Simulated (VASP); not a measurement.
The system is NaH.

```
Na H
1.0
     0.00000    2.25582    2.39751
     2.25582    0.00000    2.39751
     2.25582    2.25582    0.00000
Na H
1 1
Cartesian
  0.0000 0.0000 0.0000
  2.2558 2.2558 2.3975
```

This cell differs from its parent crystal: biaxial xy strain -5.9%.

Base run:

```yaml
Program: VASP 6.6.1
Functional: PBE
Potentials_or_basis: VASP PAW PBE potentials, release 64 (Na_pv, H)
Cutoff: 520 eV
k_mesh: 10 × 10 × 10
Occupations: fermi-dirac, width 0.02 eV
Spin: no spin polarisation
```

Its results: band gap on the k mesh 3.99 eV, indirect (least direct gap 4.87 eV); pressure 4.6 GPa.

**Question.** The run is repeated on the same cell with these changes: functional from PBE to r2SCAN; occupations from fermi-dirac, width 0.02 eV to gaussian, width 0.01 eV. What comes out?

**Answer.** Band gap on the k mesh 4.62 eV, indirect (least direct gap 5.41 eV); pressure 3.8 GPa.

Caveats: the PAW data sets were made with another functional, which shifts forces and pressure a little (some runs).

A k mesh can miss the band edges.
